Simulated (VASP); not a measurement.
The system is Ta2TiSi3.

```xyz
6
Lattice="3.4997 0.0000 0.0000 0.0000 3.4997 0.0000 0.0000 0.0000 7.7102" Properties=species:S:1:pos:R:3 pbc="T T T"
Ti    0.0000    0.0000    0.0000
Ta    0.0000    1.7499    5.6400
Ta    1.7499    0.0000    2.0702
Si    0.0000    1.7499    2.9569
Si    1.7499    0.0000    4.7534
Si    1.7499    1.7499    0.0000
```

The cell was built from a structure type or drawn by symmetry, and may not be a known phase.

```yaml
Program: VASP 6.6.1
Task: relaxation of cell and atoms
Functional: PBE
Potentials_or_basis: VASP PAW PBE potentials, release 64 (Ti_sv, Ta_pv, Si)
Cutoff: 600 eV
k_mesh: 6 × 6 × 2
Occupations: gaussian, width 0.1 eV
Spin: no spin polarisation
```

At the start: pressure 9.7 GPa; volume 15.74 Å³/atom.

Where does the relaxation end?

Over 7 steps the energy falls by 27.6 meV/atom and the volume is 16.68 Å³/atom (+6.0 %); space group P-4m2 (No. 115, to 0.1 Å) before and after.

Step by step:
```tsv
step	energy change (eV)	largest force (eV/Å)	pressure (GPa)	volume (Å³)
1	0.0000	0.2119	9.66	94.44
2	0.0974	0.1997	-9.80	108.01
3	-0.1638	0.1260	-0.19	100.15
4	-0.1639	0.1270	-0.03	100.03
5	-0.1652	0.0519	0.03	100.00
6	-0.1654	0.0553	0.06	99.99
7	-0.1656	0.0382	-0.03	100.06
```

Final structure:
```yaml
crystal:
  lattice:
    - [3.57680, 0.00000, 0.00000]
    - [0.00000, 3.57680, 0.00000]
    - [0.00000, 0.00000, 7.82145]
  atoms:
    - { symbol: Ti, position: [0.00000, 0.00000, 0.00000] }
    - { symbol: Ta, position: [0.00000, 0.50000, 0.73318] }
    - { symbol: Ta, position: [0.50000, 0.00000, 0.26683] }
    - { symbol: Si, position: [0.00000, 0.50000, 0.38311] }
    - { symbol: Si, position: [0.50000, 0.00000, 0.61689] }
    - { symbol: Si, position: [0.50000, 0.50000, 0.00000] }
```

Caveat: the k points lie up to 0.40 Å⁻¹ apart in the final cell, too coarse for converged energies and pressures of a metal.
